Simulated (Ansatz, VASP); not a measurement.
ZnO in VASP and in Ansatz

The input POSCAR:

```
ZnO
1.0
    0.0000000000      2.0979190241      2.0979190241
    2.0979190241      0.0000000000      2.0979190241
    2.0979190241      2.0979190241      0.0000000000
Zn O
1 1
Direct
    0.0000000000      0.0000000000      0.0000000000
    0.5000000000      0.5000000000      0.5000000000
```

File INCAR.step1:

```
PREC     = Accurate       # precision mode
ENCUT    = 600            # plane-wave cutoff, eV
ISMEAR   = 0              # smearing method
SIGMA    = 0.1            # smearing width, eV
LREAL    = F              # projectors in reciprocal space
LASPH    = T              # aspherical terms in the spheres
NELM     = 100            # most SCF steps
GGA      = PE             # functional
ALGO     = Normal         # electronic algorithm
EDIFF    = 1E-4           # SCF threshold, eV
LWAVE    = T              # write WAVECAR
LCHARG   = F              # write CHGCAR
```

File INCAR.step2:

```
PREC     = Accurate       # precision mode
ENCUT    = 600            # plane-wave cutoff, eV
EDIFF    = 1E-6           # SCF threshold, eV
ISMEAR   = 0              # smearing method
SIGMA    = 0.1            # smearing width, eV
LREAL    = F              # projectors in reciprocal space
LASPH    = T              # aspherical terms in the spheres
NELM     = 100            # most SCF steps
ALGO     = Normal         # electronic algorithm
ISIF     = 3              # what is computed and relaxed
LWAVE    = F              # write WAVECAR
LCHARG   = F              # write CHGCAR
METAGGA  = R2SCAN         # meta-GGA
LMIXTAU  = T            
IBRION   = 2              # ionic algorithm
NSW      = 80             # ionic steps
EDIFFG   = -0.05          # ionic threshold
ISTART   = 1
```

The input KPOINTS:

```
Automatic mesh
0
Gamma
  8 8 8
```

Input for Ansatz:

```yaml
crystal:
  lattice:
    - [0.0, 2.0979190241, 2.0979190241]
    - [2.0979190241, 0.0, 2.0979190241]
    - [2.0979190241, 2.0979190241, 0.0]
  atoms:
    - { symbol: Zn, position: [0.0, 0.0, 0.0] }
    - { symbol: O, position: [0.5, 0.5, 0.5] }
basis:
  ecutwfc: 500
kpoints:
  mp_grid: { grid: [8, 8, 8] }
hamiltonian:
  xc: r2scan
scf:
  occupations: { method: gaussian, width: 0.1 }
output:
  forces: true
  stress: true
  eigenvalues: true
relax:
  adjacent_minimum: "off"
  f_tol: 0.05
  max_steps: 60
  cell: { stress_tol: 0.5 }
```

Alike in both runs: task relaxation of cell and atoms; functional r2SCAN; k mesh 8 × 8 × 8; occupations gaussian, width 0.1 eV; no spin polarisation.

|  | VASP | Ansatz |
| --- | --- | --- |
| version | VASP 6.6.1 | Ansatz 0.2.0 |
| potentials or method | VASP PAW PBE potentials, release 64 (Zn, O), cutoff 600 eV | scalar-relativistic, plane waves, PAW |
| valence electrons in the cell | 18 | 18 |

|  | VASP | Ansatz | Ansatz less VASP |
| --- | --- | --- | --- |
| gap on the k mesh at the Fermi level, each at its own relaxed structure (eV) | 1.53 | 1.58 | +0.051 |
| relaxed volume (Å³/atom) | 9.76 | 9.70 | -0.063 |
| relaxed cell length with the largest relative difference (Å) | 3.022 | 3.016 | -0.0065 |

VASP's potentials were made for PBE, not for r2SCAN.
